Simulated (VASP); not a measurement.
A run of VASP 6.6.1:

File INCAR:

```
PREC     = Accurate       # precision mode
ENCUT    = 520            # plane-wave cutoff, eV
EDIFF    = 1E-7           # SCF threshold, eV
ISMEAR   = -1             # smearing method
SIGMA    = 0.1            # smearing width, eV
LREAL    = F              # projectors in reciprocal space
LASPH    = T              # aspherical terms in the spheres
NELM     = 60             # most SCF steps
ALGO     = Normal         # electronic algorithm
ISIF     = 2              # what is computed and relaxed
LWAVE    = F              # write WAVECAR
LCHARG   = F              # write CHGCAR
GGA      = PS             # functional
NBANDS   = 11             # bands
```

Contents of KPOINTS:

```
Automatic mesh
0
Gamma
  12 12 12
```

The input POSCAR:

```
Si
1.0
    0.0000000000      2.7167280764      2.7167280764
    2.7167280764      0.0000000000      2.7167280764
    2.7167280764      2.7167280764      0.0000000000
Si
2
Direct
    0.2500000000      0.2500000000      0.2500000000
    0.0000000000      0.0000000000      0.0000000000
```

Potentials or basis: VASP PAW PBE potentials, release 64 (Si).

The run is started by

```bash
$ cat potpaw_PBE.64/Si/POTCAR > POTCAR
$ mpirun -np 1 vasp_std > vasp.out
```

Hardware: 1 thread of Intel(R) Xeon(R) 6975P-C (Granite Rapids), with other jobs on the host.

Q: How long does it take, and how much memory?

A: Wall time 20 s on 1 thread of Intel(R) Xeon(R) 6975P-C (Granite Rapids), with other jobs on the host, peak memory 0.16 GiB. Counts: scf iterations 12, k points 72.
